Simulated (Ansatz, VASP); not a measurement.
## Pb in VASP and in Ansatz

The input POSCAR:

```
Pb
1.0
    3.2016006353      0.0000000000      0.0000000000
   -1.6008003177      2.7726674830      0.0000000000
    0.0000000000      0.0000000000      5.8136000000
Pb
2
Direct
    0.3333333333      0.6666666667      0.2500000000
    0.6666666667      0.3333333333      0.7500000000
```

File INCAR.step1:

```
  PREC = Accurate
  ENCUT = 520
  ISMEAR = 0
  SIGMA = 0.15
  LREAL = False
  LASPH = True
  NELM = 100
  NBANDS = 21
  GGA = PE
  ALGO = Normal
  EDIFF = 1E-4
  LWAVE = True
  LCHARG = False
```

File INCAR.step2:

```
  PREC = Accurate
  ENCUT = 520
  EDIFF = 1E-7
  ISMEAR = 0
  SIGMA = 0.15
  LREAL = False
  LASPH = True
  NELM = 100
  ALGO = Normal
  ISIF = 2
  LWAVE = False
  LCHARG = False
  METAGGA = R2SCAN
  LMIXTAU = True
  NBANDS = 21
  ISTART = 1
```

KPOINTS

```
Automatic mesh
0
Gamma
  18 18 10
```

Input for Ansatz:

```yaml
crystal:
  lattice:
    - [3.2016006353, 0.0, 0.0]
    - [-1.6008003177, 2.772667483, 0.0]
    - [0.0, 0.0, 5.8136]
  atoms:
    - { symbol: Pb, position: [0.3333333333, 0.6666666667, 0.25] }
    - { symbol: Pb, position: [0.6666666667, 0.3333333333, 0.75] }
basis:
  ecutwfc: 500
kpoints:
  mp_grid: { grid: [18, 18, 10] }
hamiltonian:
  xc: r2scan
scf:
  occupations: { method: gaussian, width: 0.15 }
output:
  forces: true
  stress: true
  eigenvalues: true
  write_density: true
  write_potential: true
  elf: true
  volumetric_format: npy
```

Change from the starting cell: strain -0.080 along x and y, +0.040 along z, atoms carried along.

Alike in both runs: task single point; functional r2SCAN; k mesh 18 × 18 × 10; occupations gaussian, width 0.15 eV; no spin polarisation.

|  | VASP | Ansatz |
| --- | --- | --- |
| version | VASP 6.6.1 | Ansatz 0.2.0 |
| potentials or method | VASP PAW PBE potentials, release 64 (Pb_d), cutoff 520 eV | scalar-relativistic, plane waves, PAW |
| valence electrons in the cell | 28 | 28 |

Ansatz gave:

| Item | Value |
| --- | --- |
| gap on the k mesh at the Fermi level (eV) | none |
| pressure (GPa) | 13.4 |
| traceless stress, the component that is largest in VASP (GPa) | -5.64 |

**Question.** Estimate VASP's values.

**Answer.** gap on the k mesh at the Fermi level (eV): none; pressure (GPa): 13.4; traceless stress, the component that is largest in VASP (GPa): -5.65.

VASP's potentials were made for PBE, not for r2SCAN. A gap of «none» marks a metal or a gap that the smearing closes.

Neither program's run includes spin-orbit coupling.
